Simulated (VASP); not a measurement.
# Si10H4F in VASP: further runs, part 2 of 2

VASP 6.6.1. Earlier steps stand in the parts before.

## 4. Single point, LDA

INCAR reads:

```
PREC = Accurate
ENCUT = 520
EDIFF = 1E-6
ISMEAR = -1
SIGMA = 0.02
LREAL = Auto
LASPH = T
NELM = 60
ALGO = Normal
ISIF = 2
LWAVE = F
LCHARG = T
GGA = CA
LELF = T
LVHAR = T
NBANDS = 72
```

KPOINTS reads:

```
regular mesh
0
Gamma
  1 1 1
```

POSCAR reads:

```
Si10H4F
1.0
    7.6791800000      0.0000000000      0.0000000000
    0.0000000000      7.6791800000      0.0000000000
    0.0000000000      0.0000000000     20.2555000000
H Si F
8 20 2
Direct
    0.4093926695      0.0000000000      0.0493693071
    0.0906086327      0.0000000000      0.0493693071
    0.9093939718      0.0000000000      0.0493693071
    0.5906099349      0.0000000000      0.0493693071
    0.4093926695      0.5000013022      0.0493693071
    0.0906086327      0.5000013022      0.0493693071
    0.9093939718      0.5000013022      0.0493693071
    0.5906099349      0.5000013022      0.0493693071
    0.2500006511      0.0000000000      0.0920984424
    0.7500019533      0.0000000000      0.0920984424
    0.2500006511      0.5000013022      0.0920984424
    0.7500019533      0.5000013022      0.0920984424
    0.2594808300      0.2292692709      0.1531830861
    0.7475277308      0.2642860305      0.1529856088
    0.2514721624      0.7422927969      0.1361654859
    0.7358207517      0.7386986631      0.1534694281
    0.0184524910      0.3041079907      0.1921206586
    0.4891407676      0.2572410075      0.2126138580
   -0.0036071560      0.6086196703      0.1757399225
    0.5135965038      0.7111045711      0.2194564439
   -0.0852044098     -0.0000781333      0.2113401298
    0.6498350084      0.0118111569      0.2542025623
    0.0566206288      0.5075802364      0.2853545950
    0.5305384169      0.4886459231      0.3256103281
    0.4088848028     -0.0088941788      0.2085705117
    0.7689623111      0.1210545918      0.3379230333
    0.2494667399      0.2657575418      0.2947841327
    0.7772184009      0.3563010634      0.2805509615
    1.6986709518      0.6794084785      0.3190491471
    1.1838503590     -0.1485445061      0.2387351584
```

Potentials or basis: VASP PAW LDA potentials, release 64 (H, Si, F).

Run with:

```sh
$ cat potpaw_LDA.64/H/POTCAR potpaw_LDA.64/Si/POTCAR potpaw_LDA.64/F/POTCAR > POTCAR
$ mpirun -np 1 vasp_gam > vasp.out
```

OUTCAR:

```text
PREC = Accurate
   ENCUT = 520
   EDIFF = 1E-6
   ISMEAR = -1
   LREAL = Auto
   LASPH = T
   NELM = 60
   ISIF = 2
   GGA = CA

 ion  position               nearest neighbor table
   1  0.409  0.000  0.049-   9 1.50
   2  0.091  0.000  0.049-   9 1.50
   3  0.909  0.000  0.049-  10 1.50
   4  0.591  0.000  0.049-  10 1.50
   5  0.409  0.500  0.049-  11 1.50
   6  0.091  0.500  0.049-  11 1.50
   7  0.909  0.500  0.049-  12 1.50
   8  0.591  0.500  0.049-  12 1.50
[... 322 lines left out ...]
  Total       41.7092922     32.5928005     12.7819713     -4.6079075      5.2627569      1.3700342
  in kB       55.9462188     43.7179307     17.1449316     -6.1807570      7.0591308      1.8376776
  external PRESSURE =      38.9363604 kB  Pullay stress =       0.0000000 kB

 VOLUME and BASIS-vectors are now :
 -----------------------------------------------------------------------------
  energy-cutoff  :      520.00
  volume of cell :     1194.46
      direct lattice vectors                 reciprocal lattice vectors
     7.679180000  0.000000000  0.000000000     0.130222237  0.000000000  0.000000000
     0.000000000  7.679180000  0.000000000     0.000000000  0.130222237  0.000000000
     0.000000000  0.000000000 20.255500000     0.000000000  0.000000000  0.049369307

 POSITION                                       TOTAL-FORCE (eV/Angst)
 -----------------------------------------------------------------------------------
      3.14380      0.00000      1.00000        -0.299390     -0.001595      0.058285
      0.69580      0.00000      1.00000         0.494394      0.090405     -0.170769
      6.98340      0.00000      1.00000        -0.519144     -0.011187      0.042496
      4.53540      0.00000      1.00000         0.453008      0.051586     -0.071732
      3.14380      3.83960      1.00000         0.134182     -0.583164     -0.315448
      0.69580      3.83960      1.00000         0.473362     -0.102472     -0.161797
[... 22 lines left out ...]
      5.36522      5.21730      6.46250        -0.884092     -0.313678      0.360204
      1.41182      6.53848      4.83570         0.100488      1.214836      0.244649
 -----------------------------------------------------------------------------------
    total drift:                                0.005083     -0.001032     -0.025769

  FREE ENERGIE OF THE ION-ELECTRON SYSTEM (eV)
  ---------------------------------------------------
  free  energy   TOTEN  =      -135.5690594176 eV

  energy  without entropy=     -135.5519193586  energy(sigma->0) =     -135.56048939
```

OSZICAR:

```text
N       E                     dE             d eps       ncg     rms          rms(c)
DAV:   1     0.708874751228E+03    0.70887E+03   -0.39892E+04   144   0.111E+03
DAV:   2    -0.489379705921E+02   -0.75781E+03   -0.72177E+03   192   0.225E+02
DAV:   3    -0.140014131403E+03   -0.91076E+02   -0.88496E+02   176   0.776E+01
[... 20 lines left out ...]
DAV:  24    -0.135568987566E+03   -0.96390E-04   -0.48753E-06   144   0.464E-03    0.110E-03
DAV:  25    -0.135569043228E+03   -0.55662E-04   -0.39162E-06   144   0.321E-03    0.108E-03
DAV:  26    -0.135569053733E+03   -0.10505E-04   -0.42597E-07   136   0.192E-03    0.388E-04
DAV:  27    -0.135569058531E+03   -0.47985E-05   -0.35591E-07   120   0.172E-03    0.645E-04
DAV:  28    -0.135569059418E+03   -0.88631E-06   -0.57469E-08   120   0.819E-04
   1 F= -.13556906E+03 E0= -.13556049E+03  d E =-.171401E-01
```

Run time: 8 min. Hardware: 1 thread of Intel Xeon 8259CL, shared host; peak memory 0.71 GiB.

What came out:

```
Free energy   : -135.5691 eV
Largest force : 5.886 eV/Å
```

Forces in eV/Å, atoms in the order of the input:
```
H   -0.299 -0.002  0.058
H    0.494  0.090 -0.171
H   -0.519 -0.011  0.042
H    0.453  0.052 -0.072
H    0.134 -0.583 -0.315
H    0.473 -0.102 -0.162
H   -0.662 -0.159 -0.108
H   -0.074  0.272 -0.352
Si  -0.919 -0.183 -2.163
Si   0.181 -0.085  0.398
Si   0.705 -3.141 -1.327
Si   0.263 -0.123 -1.416
Si   0.822  1.543 -1.815
Si  -0.346 -1.286  0.454
Si   0.491  1.103  2.552
Si   1.498  1.802  0.271
Si  -1.776  0.316  1.541
Si   1.567  3.661  2.103
Si   0.327  0.417  0.581
Si  -1.623 -0.519  1.071
Si   0.939 -0.141 -0.625
Si   0.975 -1.100  0.981
Si  -0.690 -0.677 -0.559
Si   0.771  0.491 -1.788
Si  -4.599 -3.511 -1.083
Si   1.311 -0.950  3.096
Si   0.660  0.611 -0.916
Si   0.226  1.315 -0.882
F   -0.884 -0.314  0.360
F    0.100  1.215  0.245
```

Levels at points of the mesh, in eV from the Fermi level:
| k point | band 47 | band 48 | band 49 | band 50 | band 51 | band 52 | band 53 | band 54 | band 55 | band 56 |
| --- | --- | --- | --- | --- | --- | --- | --- | --- | --- | --- |
| (0.00, 0.00, 0.00) | -0.88 | -0.73 | -0.62 | -0.20 | -0.06 | 0.06 | 0.54 | 0.68 | 0.83 | 1.38 |

Caveat: the k points lie up to 0.82 Å⁻¹ apart.

## 5. Overview

| cell | largest force (eV/Å) |
| --- | --- |
| as given, atomic positions A | 3.33 |
| as given, atomic positions B | 4.25 |
| as given, atomic positions C | 5.89 |

Alike in all rows: task single point; level LDA; potentials or basis VASP PAW LDA potentials, release 64 (H, Si, F); no spin polarisation; k mesh 1 × 1 × 1; cutoff (eV) 520; smearing fermi-dirac 0.02 eV.

Caveats: all runs use coarse meshes.

Total energies depend on the potentials used, so only differences within one code and one set of settings carry meaning.
